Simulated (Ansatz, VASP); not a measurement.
# GePt in VASP and in Ansatz

File INCAR:

```
SYSTEM = GePt
  PREC = Accurate
  ENCUT = 520
  EDIFF = 1E-7
  ISMEAR = 0
  SIGMA = 0.1
  LREAL = .FALSE.
  LASPH = .TRUE.
  NELM = 80
  ALGO = Normal
  ISIF = 2
  LWAVE = .FALSE.
  LCHARG = .FALSE.
  NBANDS = 58
```

Contents of KPOINTS:

```
regular mesh
0
G
  4 6 4
  0 0 0
```

The input POSCAR:

```
GePt
1.0
    5.7190000000      0.0000000000      0.0000000000
    0.0000000000      3.6970000000      0.0000000000
    0.0000000000      0.0000000000      6.0840000000
Ge Pt
4 4
Direct
    0.1850000000      0.2500000000      0.5900000000
    0.3150000000      0.7500000000      0.0900000000
    0.6850000000      0.2500000000      0.9100000000
    0.8150000000      0.7500000000      0.4100000000
    0.9995000000      0.2500000000      0.1908000000
    0.5005000000      0.7500000000      0.6908000000
    0.4995000000      0.2500000000      0.3092000000
    0.0005000000      0.7500000000      0.8092000000
```

Input for Ansatz:

```yaml
crystal:
  lattice:
    - [5.719, 0.0, 0.0]
    - [0.0, 3.697, 0.0]
    - [0.0, 0.0, 6.084]
  atoms:
    - { symbol: Ge, position: [0.185, 0.25, 0.59] }
    - { symbol: Ge, position: [0.315, 0.75, 0.09] }
    - { symbol: Ge, position: [0.685, 0.25, 0.91] }
    - { symbol: Ge, position: [0.815, 0.75, 0.41] }
    - { symbol: Pt, position: [0.9995, 0.25, 0.1908] }
    - { symbol: Pt, position: [0.5005, 0.75, 0.6908] }
    - { symbol: Pt, position: [0.4995, 0.25, 0.3092] }
    - { symbol: Pt, position: [0.0005, 0.75, 0.8092] }
basis:
  ecutwfc: 420
kpoints:
  mp_grid: { grid: [4, 6, 4] }
hamiltonian:
  xc: lda
  pseudopotentials: { kind: paw }
scf:
  occupations: { method: gaussian, width: 0.1 }
output:
  forces: true
  stress: true
  eigenvalues: true
```

Alike in both runs: task single point; functional LDA; k mesh 4 × 6 × 4; occupations gaussian, width 0.1 eV; no spin polarisation.

|  | VASP | Ansatz |
| --- | --- | --- |
| version | VASP 6.6.1 | Ansatz 0.2.0 |
| potentials or method | VASP PAW LDA potentials, release 64 (Ge_d, Pt), cutoff 520 eV | scalar-relativistic, plane waves, PAW |
| valence electrons in the cell | 96 | 128 |

|  | VASP | Ansatz | Ansatz less VASP |
| --- | --- | --- | --- |
| gap on the k mesh at the Fermi level (eV) | none | none | - |
| pressure (GPa) | -2.0 | -2.7 | -0.65 |
| traceless stress, the component that is largest in VASP (GPa) | -0.41 | -0.47 | -0.061 |
| rms of the force components (eV/Å) | 0.038 | 0.040 | +0.0020 |

LDA's correlation is that of Perdew and Zunger in VASP and of Perdew and Wang (1992) in Ansatz. Atom by atom the forces differ by 0.011 eV/Å (rms over components). A gap of «none» marks a metal or a gap that the smearing closes. VASP's potentials hold 96 valence electrons a cell and Ansatz's 128, so a difference there can come from the potentials and not from the codes.

Neither program's run includes spin-orbit coupling.
